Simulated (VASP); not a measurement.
# Sb (C2/m) in VASP: single point with PBEsol

Aim: the single point of Sb with PBEsol.

Program: VASP 6.6.1. These are calculated values, not measurements. Logs are shortened: lines on timing, memory, paths and dates and some standing lists are left out, and cuts for length are marked.

### 1 The cell of the first run

It takes space group C2/m (No. 12, monoclinic). The conventional cell has a = 4.322 Å, b = 4.193 Å, c = 3.220 Å, α = 90.00°, β = 129.68°, γ = 90.00°. Sb (site symmetry 2/m) has 12 Sb at 3.01 to 3.36 Å within 4.0 Å.

### 2 Single point, PBEsol (equal xy, yz and zx shear strains of +3 %)

The input, INCAR:

```
ALGO     = Normal         # electronic algorithm
EDIFF    = 1E-7           # SCF threshold, eV
ENCUT    = 520            # plane-wave cutoff, eV
GGA      = PS             # functional
ISIF     = 2              # what is computed and relaxed
ISMEAR   = -1             # smearing method
LASPH    = T              # aspherical terms in the spheres
LCHARG   = T              # write CHGCAR
LELF     = T              # ELF
LREAL    = F              # projectors in reciprocal space
LVHAR    = T            
LWAVE    = F              # write WAVECAR
NBANDS   = 8              # bands
NELM     = 60             # most SCF steps
PREC     = Accurate       # precision mode
SIGMA    = 0.05           # smearing width, eV
```

The input, KPOINTS:

```
k-points
0
Gamma
  19 19 19
```

The input, POSCAR:

```
Sb
1.0
   -1.4452250000      1.5196250000      2.4800000000
    1.5196250000     -1.4452250000      2.4800000000
    1.4903750000      1.4903750000     -2.4348500000
Sb
1
Direct
    0.0000000000      0.0000000000      0.0000000000
```

Potentials or basis: VASP PAW PBE potentials, release 64 (Sb).

Command:

```
> cat potpaw_PBE.64/Sb/POTCAR > POTCAR
> mpirun -np 1 vasp_std > vasp.out
```

OUTCAR:

```text
EDIFF = 1E-7
   ENCUT = 520
   GGA = PS
   ISIF = 2
   ISMEAR = -1
   LASPH = T
   LREAL = F
   NELM = 60
   PREC = Accurate

 ion  position               nearest neighbor table
   1  0.000  0.000  0.000-

  Warning from LATTYP: Got some problem with cell dimensions!
  Tried to take original basis but could not verify dimensions!
  LATTYP: Found a base centered monoclinic cell.
 ALAT       =     4.3215780839
 B/A-ratio  =     0.9702314754
 C/A-ratio  =     0.7451890814
 COS(beta)  =    -0.6385468948

  Lattice vectors:

 A1 = (  -0.0451500000,  -3.0100000000,  -0.0451500000)
 A2 = (  -3.0100000000,  -0.0451500000,  -0.0451500000)
 A3 = (   1.4903750000,   1.4903750000,  -2.4348500000)

Analysis of symmetry for initial positions (statically):
=====================================================================
 Subroutine PRICEL returns:
 Original cell was already a primitive cell.

 Routine SETGRP: Setting up the symmetry group for a
 base centered monoclinic supercell.

 Subroutine GETGRP returns: Found  4 space group operations
 (whereof  4 operations were pure point group operations)
 out of a pool of  4 trial point group operations.

The static configuration has the point symmetry C_2h.

Analysis of symmetry for dynamics (positions and initial velocities):
=====================================================================
 Subroutine PRICEL returns:
 Original cell was already a primitive cell.

 Routine SETGRP: Setting up the symmetry group for a
 base centered monoclinic supercell.

 Subroutine GETGRP returns: Found  4 space group operations
 (whereof  4 operations were pure point group operations)
 out of a pool of  4 trial point group operations.

The dynamic configuration has the point symmetry C_2h.

 Subroutine INISYM returns: Found  4 space group operations
 (whereof  4 operations are pure point group operations),
 and found     1 'primitive' translations

----------------------------------------------------------------------------------------

                                     Primitive cell

  volume of cell :      22.4540

  direct lattice vectors                    reciprocal lattice vectors
    -1.445225000  1.519625000  2.480000000    -0.007892743  0.329392449  0.196790408
     1.519625000 -1.445225000  2.480000000     0.329392449 -0.007892743  0.196790408
     1.490375000  1.490375000 -2.434850000     0.327461351  0.327461351 -0.009823841

  length of vectors
     3.247820106  3.247820106  3.220392803     0.383781377  0.383781377  0.463204470

  position of ions in fractional coordinates (direct lattice)
     0.000000000  0.000000000  0.000000000

  ion indices of the primitive-cell ions
   primitive index   ion index
                 1           1

----------------------------------------------------------------------------------------

 KPOINTS: k-points

Automatic generation of k-mesh.
 Grid dimensions read from file:
 generate k-points for:   19   19   19

 Generating k-lattice:

  Cartesian coordinates                     Fractional coordinates (reciprocal lattice)
    -0.000415408  0.017336445  0.010357390     0.052631579 -0.000000000  0.000000000
     0.017336445 -0.000415408  0.010357390    -0.000000000  0.052631579  0.000000000
     0.017234808  0.017234808 -0.000517044    -0.000000000 -0.000000000  0.052631579

  Length of vectors
     0.020199020  0.020199020  0.024379183

  Shift w.r.t. Gamma in fractional coordinates (k-lattice)
     0.000000000  0.000000000  0.000000000

 Subroutine IBZKPT returns following result:
 ===========================================

 Found   1810 irreducible k-points:

 Following reciprocal coordinates:
            Coordinates               Weight
  0.000000  0.000000  0.000000      1.000000
  0.052632  0.000000 -0.000000      4.000000
  0.105263  0.000000 -0.000000      4.000000
  0.157895  0.000000 -0.000000      4.000000
  0.210526  0.000000 -0.000000      4.000000
  0.263158 -0.000000 -0.000000      4.000000
[... 16 lines left out ...]
 -0.315789  0.052632  0.000000      4.000000
 -0.263158  0.052632  0.000000      4.000000
 [... further k-points ...]
   k-points           NKPTS =   1810   k-points in BZ     NKDIM =   1810   number of bands    NBANDS=      8
   number of dos      NEDOS =    301   number of ions     NIONS =      1
   total plane-waves  NPLWV =  13824
   dimension x,y,z NGX =    24 NGY =   24 NGZ =   24
   dimension x,y,z NGXF=    48 NGYF=   48 NGZF=   48
   ions per type =               1
   NGX,Y,Z   is equivalent  to a cutoff of  12.28, 12.28, 12.39 a.u.
   NGXF,Y,Z  is equivalent  to a cutoff of  24.57, 24.57, 24.78 a.u.
 SYSTEM =  unknown system
   PREC   = accura    normal or accurate (medium, high low for compatibility)
   ISTART =      0    job   : 0-new  1-cont  2-samecut
   ICHARG =      2    charge: 1-file 2-atom 10-const
   ISPIN  =      1    spin polarized calculation?
   LNONCOLLINEAR =      F non collinear calculations
   LSORBIT =      F    spin-orbit coupling
   LASPH  =      T    aspherical Exc in radial PAW
   ENCUT  =  520.0 eV  38.22 Ry    6.18 a.u.   6.04  6.04  5.99*2*pi/ulx,y,z
   NELM   =     60;   NELMIN=  2; NELMDL= -5     # of ELM steps
   EDIFF  = 0.1E-06   stopping-criterion for ELM
   LREAL  =      F    real-space projection
   EDIFFG = 0.1E-05   stopping-criterion for IOM
   NSW    =      0    number of steps for IOM
   IBRION =     -1    ionic relax: 0-MD 1-quasi-New 2-CG
   NFREE  =      0    steps in history (QN), initial steepest desc. (CG)
   ISIF   =      2    stress and relaxation
   ISYM   =      2    0-nonsym 1-usesym 2-fastsym
   POTIM  = 0.5000    time-step for ionic-motion
   TEBEG  =    0.0;   TEEND  =   0.0 temperature during run
   PSTRESS=    0.0 pullay stress
   NELECT =       5.0000    total number of electrons
   NUPDOWN=      -1.0000    fix difference up-down
   EMIN   =  10.00;   EMAX   =-10.00  energy-range for DOS
   EFERMI =   0.00;   METHOD = LEGACY
   ISMEAR =    -1;   SIGMA  =   0.05  broadening in eV -4-tet -1-fermi 0-gaus
   EFERMI_NEDOS =   21; number of points for ismear=-14 and -15
   IALGO  =     38    algorithm
   IMIX   =      4    mixing-type and parameters
     AMIX     =   0.40;   BMIX     =  1.00
     AMIX_MAG =   1.60;   BMIX_MAG =  1.00
  volume/ion in A,a.u.               =      22.45       151.53
  Fermi-wavevector in a.u.,A,eV,Ry     =   0.992278  1.875134 13.396510  0.984616
  Thomas-Fermi vector in A             =   2.124079
   LORBIT       =      0    0 simple, 1 ext, 2 COOP (PROOUT), +10 PAW based schemes
   GGA     = PS    functional components
   LHFCALC =     F    Hartree Fock is set to
   AEXX    =    0.0000 exact exchange contribution
   IVDW    =     0    specifies the selected vdW correction
   LEPSILON=     F    determine dielectric tensor
   LRPA    =     F    only Hartree local field effects (RPA)
 non-spin polarized calculation
  energy-cutoff  :      520.00
  volume of cell :       22.45
 maximum number of plane-waves:       623
   NGX = 13   NGY = 13   NGZ = 11

 number of electron       5.0000000 magnetization

 Free energy of the ion-electron system (eV)
  ---------------------------------------------------
  ext. energy  EPLUGINS =         0.00000000
  ---------------------------------------------------
  free energy    TOTEN  =        -4.15530375 eV

  energy without entropy =       -4.15062508  energy(sigma->0) =       -4.15296442

 E-fermi :  10.9558     XC(G=0): -11.1308

 val. band max:       10.9489784379   @ k =  -0.0526   0.2632   0.3684
 cond. band min:      10.9565706142   @ k =  -0.3684  -0.4737   0.0526
 fundamental gap:      0.0075921763
 Fermi energy:        10.9558205939

 k-point     1 :       0.0000    0.0000    0.0000
  band No.  band energies     occupation
      1      -3.5829      2.00000
      2      17.2118      0.00000
      3      17.5994      0.00000
      4      18.0303      0.00000
      5      20.9457      0.00000
      6      21.5200      0.00000
      7      22.1216      0.00000
      8      22.2738      0.00000

 k-point     2 :       0.0526    0.0000   -0.0000
  band No.  band energies     occupation
      1      -3.5193      2.00000
      2      16.5940      0.00000
      3      17.3815      0.00000
      4      17.8727      0.00000
      5      20.8579      0.00000
      6      21.4845      0.00000
      7      22.2780      0.00000
      8      22.4759      0.00000

 k-point     3 :       0.1053    0.0000   -0.0000
  band No.  band energies     occupation
      1      -3.3287      2.00000
      2      15.0007      0.00000
      3      17.0512      0.00000
      4      17.6422      0.00000
      5      20.5064      0.00000
      6      21.4246      0.00000
      7      22.2933      0.00000
      8      23.0002      0.00000

 k-point     4 :       0.1579    0.0000   -0.0000
  band No.  band energies     occupation
      1      -3.0112      2.00000
      2      13.1656      0.00000
      3      16.5238      0.00000
      4      17.4994      0.00000
      5      20.1156      0.00000
      6      21.0967      0.00000
      7      22.7482      0.00000
      8      23.7293      0.00000

 k-point     5 :       0.2105    0.0000   -0.0000
  band No.  band energies     occupation
      1      -2.5681      2.00000
      2      11.3147      0.00152
      3      15.9339      0.00000
      4      17.4121      0.00000
      5      19.7103      0.00000
      6      20.8732      0.00000
      7      23.2952      0.00000
      8      24.3551      0.00000
[... 177 lines left out ...]
 k-point    22 :      -0.3684    0.0526    0.0000
  band No.  band energies     occupation
      1      -0.6565      2.00000
      2       6.6748      2.00000
      3      14.3611      0.00000
      4      17.1393      0.00000
      5      19.0085      0.00000
      6      20.9866      0.00000
      7      22.5773      0.00000
      8      23.6427      0.00000

 k-point    23 :      -0.3158    0.0526    0.0000
  band No.  band energies     occupation
      1      -1.4208      2.00000
      2       8.2560      2.00000
      3      14.7445      0.00000
      4      17.2190      0.00000
      5      19.2572      0.00000
      6      21.2217      0.00000
      7      22.7635      0.00000
      8      23.5508      0.00000

 k-point    24 :      -0.2632    0.0526    0.0000
  band No.  band energies     occupation
      1      -2.0789      2.00000
      2       9.9649      2.00000
      3      15.2296      0.00000
      4      17.2985      0.00000
      5      19.5179      0.00000
      6      21.2856      0.00000
      7      22.9112      0.00000
      8      23.3738      0.00000

 [... further k-points ...]
[... 5 lines left out ...]
  --------------------------------------------------------------------------------------
  -------------------------------------------------------------------------------------
  Total        2.2388471      2.2388471      2.0538695      0.1571747      0.0297674      0.0297674
  in kB      159.7499259    159.7499259    146.5510937     11.2149864      2.1240133      2.1240154
  external PRESSURE =     155.3503152 kB  Pullay stress =       0.0000000 kB

 VOLUME and BASIS-vectors are now :
 -----------------------------------------------------------------------------
  energy-cutoff  :      520.00
  volume of cell :       22.45
      direct lattice vectors                 reciprocal lattice vectors
    -1.445225000  1.519625000  2.480000000    -0.007892743  0.329392449  0.196790408
     1.519625000 -1.445225000  2.480000000     0.329392449 -0.007892743  0.196790408
     1.490375000  1.490375000 -2.434850000     0.327461351  0.327461351 -0.009823841

 POSITION                                       TOTAL-FORCE (eV/Angst)
 -----------------------------------------------------------------------------------
      0.00000      0.00000      0.00000         0.000000     -0.000000     -0.000000
 -----------------------------------------------------------------------------------
    total drift:                                0.000000      0.000000      0.000000

  FREE ENERGIE OF THE ION-ELECTRON SYSTEM (eV)
  ---------------------------------------------------
  free  energy   TOTEN  =        -4.1553037528 eV

  energy  without entropy=       -4.1506250789  energy(sigma->0) =       -4.15296442
```

It took 68 s on 1 thread of Intel Xeon 6975P-C (Granite Rapids), shared host; peak memory 0.42 GiB.

What came out:

```
Free energy            : -4.1553 eV
Pressure               : 15.5 GPa
Band gap on the k mesh : zero (an odd number of electrons rules out a gap without spin polarisation)
```

Stress tensor (GPa, compression positive):
```
15.97  1.12  0.21
 1.12 15.97  0.21
 0.21  0.21 14.66
```

Caveat: the cell differs from its parent crystal (equal xy, yz and zx shear strains of +3 %); the cell stands under pressure; the PAW data sets were made with another functional, which shifts forces and pressure a little; spin-orbit coupling is left out, which moves the levels of the heavy elements.
